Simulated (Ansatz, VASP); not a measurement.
# One calculation of Al5Co2Ni3, two programs

Contents of INCAR:

```
SYSTEM = Al5Co2Ni3
PREC = Accurate ; ENCUT = 600
EDIFF = 1E-6 ; ISMEAR = 0
SIGMA = 0.2 ; LREAL = .FALSE.
LASPH = .TRUE. ; NELM = 80
ALGO = Fast ; ISIF = 3
LWAVE = .FALSE. ; LCHARG = .FALSE.
GGA = PE ; IBRION = 2
NSW = 80 ; EDIFFG = -0.025
```

KPOINTS

```
regular mesh
0
G
  8 8 2
  0 0 0
```

Contents of POSCAR:

```
Al5Co2Ni3
1.0
    2.8478049788     -0.0085184307      0.0308545986
   -0.0085184307      2.8366220124      0.0388391941
    0.1558680814      0.1962038380     14.2981956125
Al Co Ni
5 2 3
Direct
    0.5757750511      0.4543634302      0.8875957717
    0.4694337239      0.4811829285      0.1000757803
    0.5435365132      0.4458618023      0.3205209655
    0.4230151516      0.5767782622      0.4841545592
    0.5066235400      0.5651891965      0.6845319417
   -0.0346001243     -0.0346243176      0.4046657458
   -0.0075398083      0.0268197741      0.5967394616
    0.0046558130      0.0250847279      0.8067058377
   -0.0012079415      0.0027567794      0.0114948648
    0.0203080812     -0.0434125836      0.2035150718
```

Input for Ansatz:

```yaml
crystal:
  lattice:
    - [2.8478049788, -0.0085184307, 0.0308545986]
    - [-0.0085184307, 2.8366220124, 0.0388391941]
    - [0.1558680814, 0.196203838, 14.2981956125]
  atoms:
    - { symbol: Al, position: [0.5757750511, 0.4543634302, 0.8875957717] }
    - { symbol: Al, position: [0.4694337239, 0.4811829285, 0.1000757803] }
    - { symbol: Al, position: [0.5435365132, 0.4458618023, 0.3205209655] }
    - { symbol: Al, position: [0.4230151516, 0.5767782622, 0.4841545592] }
    - { symbol: Al, position: [0.50662354, 0.5651891965, 0.6845319417] }
    - { symbol: Co, position: [-0.0346001243, -0.0346243176, 0.4046657458] }
    - { symbol: Co, position: [-0.0075398083, 0.0268197741, 0.5967394616] }
    - { symbol: Ni, position: [0.004655813, 0.0250847279, 0.8067058377] }
    - { symbol: Ni, position: [-0.0012079415, 0.0027567794, 0.0114948648] }
    - { symbol: Ni, position: [0.0203080812, -0.0434125836, 0.2035150718] }
basis:
  ecutwfc: 420
kpoints:
  mp_grid: { grid: [8, 8, 2] }
hamiltonian:
  xc: pbe
scf:
  occupations: { method: gaussian, width: 0.2 }
  lower_state_search: "off"
output:
  forces: true
  stress: true
  eigenvalues: true
relax:
  adjacent_minimum: "off"
  f_tol: 0.025
  max_steps: 60
  cell: { stress_tol: 0.25 }
```

Change from the starting cell: cell x1, atoms moved at random (sigma 0.15 Å) and cell strained at random (1.5 %), then relaxed without symmetry.

Alike in both runs: task relaxation of cell and atoms; functional PBE; k mesh 8 × 8 × 2; occupations gaussian, width 0.2 eV; no spin polarisation.

|  | VASP | Ansatz |
| --- | --- | --- |
| version | VASP 6.6.1 | Ansatz 0.2.0 |
| potentials or method | VASP PAW PBE potentials, release 64 (Al, Co, Ni), cutoff 600 eV | scalar-relativistic, plane waves, PAW |
| valence electrons in the cell | 63 | 103 |

|  | VASP | Ansatz | Ansatz less VASP |
| --- | --- | --- | --- |
| gap on the k mesh at the Fermi level, each at its own relaxed structure (eV) | none | none | - |
| relaxed volume (Å³/atom) | 11.91 | 11.92 | +0.009 |
| relaxed cell length with the largest relative difference (Å) | 14.462 | 14.480 | +0.0173 |

A gap of «none» marks a metal or a gap that the smearing closes. VASP's potentials hold 63 valence electrons a cell and Ansatz's 103, so a difference there can come from the potentials and not from the codes.
